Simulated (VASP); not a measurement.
Here is a VASP 6.6.1 calculation.

Contents of INCAR:

```
SYSTEM = PbF2
PREC = Accurate
ENCUT = 520
EDIFF = 1E-6
ISMEAR = -1
SIGMA = 0.02
LREAL = .False.
LASPH = .True.
NELM = 100
ALGO = Normal
ISIF = 2
LWAVE = .False.
LCHARG = .False.
GGA = PS
NBANDS = 21
```

KPOINTS

```
regular mesh
0
Gamma
  6 6 6
  0 0 0
```

File POSCAR:

```
PbF2
1.0
    0.0000000000      2.9494763695      2.9494763695
    2.9494763695      0.0000000000      2.9494763695
    2.9494763695      2.9494763695      0.0000000000
Pb F
1 2
Direct
    0.0000000000      0.0000000000      0.0000000000
    0.2500000000      0.2500000000      0.2500000000
    0.7500000000      0.7500000000      0.7500000000
```

Potentials or basis: VASP PAW PBE potentials, release 64 (Pb_d, F).

Command:

```console
$ cat potpaw_PBE.64/Pb_d/POTCAR potpaw_PBE.64/F/POTCAR > POTCAR
$ mpirun -np 1 vasp_std > vasp.out
```

Task: What does it give for the pressure?

Result: -0.2 GPa.

Task: What does it give for the band gap on the k mesh?

Result: 4.32 eV, indirect (least direct gap 4.45 eV).

Caveat: the PAW data sets were made with another functional, which shifts forces and pressure a little; spin-orbit coupling is left out, which moves the levels of the heavy elements. A k mesh can miss the band edges.
